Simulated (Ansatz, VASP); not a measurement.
**CuI in VASP and in Ansatz**

```
Cu I
1.0
     0.00000    3.01203    3.01203
     3.01203    0.00000    3.01203
     3.01203    3.01203    0.00000
Cu I
1 1
Cartesian
  0.0000 0.0000 0.0000
  1.5060 1.5060 1.5060
```

Alike in both runs: task single point; functional PBE-based screened hybrid with a share of 0.3 of exact exchange and HFSCREEN = 0.5; k mesh 4 × 4 × 4; no spin polarisation.

|  | VASP | Ansatz |
| --- | --- | --- |
| version | VASP 6.6.1 | Ansatz 0.2.0 |
| potentials or method | VASP PAW PBE potentials, release 64 (Cu, I) | plane waves |
| plane-wave cutoff (eV) | 520 | 420 |
| occupations | gaussian, width 0.01 eV | fixed |
| valence electrons in the cell | 18 | 36 |

```csv
,VASP,Ansatz,Ansatz less VASP
gap on the k mesh at the Fermi level (eV),2.27,2.33,+0.063
pressure (GPa),1.9,2.0,+0.15
```

VASP's potentials were made for PBE, not for PBE-based screened hybrid. VASP's potentials hold 18 valence electrons a cell and Ansatz's 36, so a difference there can come from the potentials and not from the codes. Ansatz's warnings: stress exchange threshold loose, stress scf threshold loose.

The k mesh is coarse, so the values compare programs but aren't converged. Neither program's run includes spin-orbit coupling.
